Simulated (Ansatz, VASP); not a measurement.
# Ca2MgAs2: VASP beside Ansatz

```
Ca Mg As
1.0
     3.60250    0.00000    0.00000
     0.00000    3.60250    0.00000
     0.00000    0.00000   10.53988
Ca Mg As
2 1 2
Direct
  0.00000 0.00000 0.80984
  0.00000 0.00000 0.19016
  0.00000 0.00000 0.50000
  0.50000 0.50000 0.34335
  0.50000 0.50000 0.65665
```

Alike in both runs: functional PBE; k mesh 10 × 10 × 4; occupations gaussian, width 0.1 eV; no spin polarisation.

Ansatz relaxed the structure, and its values are those at the end. VASP's run is a single point on that final structure, the one shown.

```csv
,VASP,Ansatz
version,VASP 6.6.1,Ansatz 0.2.0
potentials or method,"VASP PAW PBE potentials, release 64 (Ca_sv, Mg, As), cutoff 520 eV","scalar-relativistic, plane waves, PAW"
valence electrons in the cell,32,60
```

|  | VASP | Ansatz | Ansatz less VASP |
| --- | --- | --- | --- |
| gap on the k mesh at the Fermi level (eV) | none | none | - |
| pressure (GPa) | 0.1 | 0.0 | -0.06 |
| rms of the force components (eV/Å) | 0.011 | 0.001 | -0.0106 |

A gap of «none» marks a metal or a gap that the smearing closes. With one functional, cell and mesh, what is left measures potentials, basis and numerics. VASP's potentials hold 32 valence electrons a cell and Ansatz's 60, so a difference there can come from the potentials and not from the codes.
